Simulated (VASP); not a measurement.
Set up this calculation in VASP 6.6.1, as the native input.

```
Task                   : single point
Functional             : PBE
Potentials or basis    : VASP PAW PBE potentials, release 64 (Si, C)
Cutoff                 : 520 eV
k mesh                 : 4 × 4 × 6
Occupations            : gaussian, width 0.1 eV
Spin                   : no spin polarisation
Dipole correction      : no
Further INCAR settings : ALGO = Normal; EDIFF = 1e-06; NBANDS = 26
```

The structure of SiC lies in POSCAR:

```
SiC
1.0
    5.6068377108      0.0000000000      0.0000000000
    0.0000000000      5.6068377108      0.0000000000
    0.0000000000      0.0000000000      3.0237722310
Si C
4 4
Direct
    0.0940946380      0.3339486449      0.2356654909
    0.9059053620      0.6660513551      0.7356654909
    0.6660513551      0.0940946380      0.9856654909
    0.3339486449      0.9059053620      0.4856654909
    0.3279517065      0.1210930321      0.0143345091
    0.6720482935      0.8789069679      0.5143345091
    0.8789069679      0.3279517065      0.7643345091
    0.1210930321      0.6720482935      0.2643345091
```

The cell was generated, and may not be a known phase.

These files were run (other wordings do the same):

INCAR

```
  PREC = Accurate
  ENCUT = 520
  EDIFF = 1E-6
  ISMEAR = 0
  SIGMA = 0.1
  LREAL = False
  LASPH = True
  NELM = 80
  ALGO = Normal
  ISIF = 2
  LWAVE = False
  LCHARG = True
  GGA = PE
  LELF = True
  LVHAR = True
  NBANDS = 26
```

KPOINTS

```
Automatic mesh
0
Gamma
  4 4 6
```

Potentials or basis: VASP PAW PBE potentials, release 64 (Si, C).

Launch:

```bash
$ cat potpaw_PBE.64/Si/POTCAR potpaw_PBE.64/C/POTCAR > POTCAR
$ mpirun -np 1 vasp_std > vasp.out
```

It gave:

The pressure is 0.0 GPa. The largest force is 0.010 eV/Å. The band gap on the k mesh is 0.94 eV (least direct gap 1.19 eV).

Wall time 100 s on 1 thread of Intel Xeon 8259CL (shared host), peak memory 0.21 GiB.
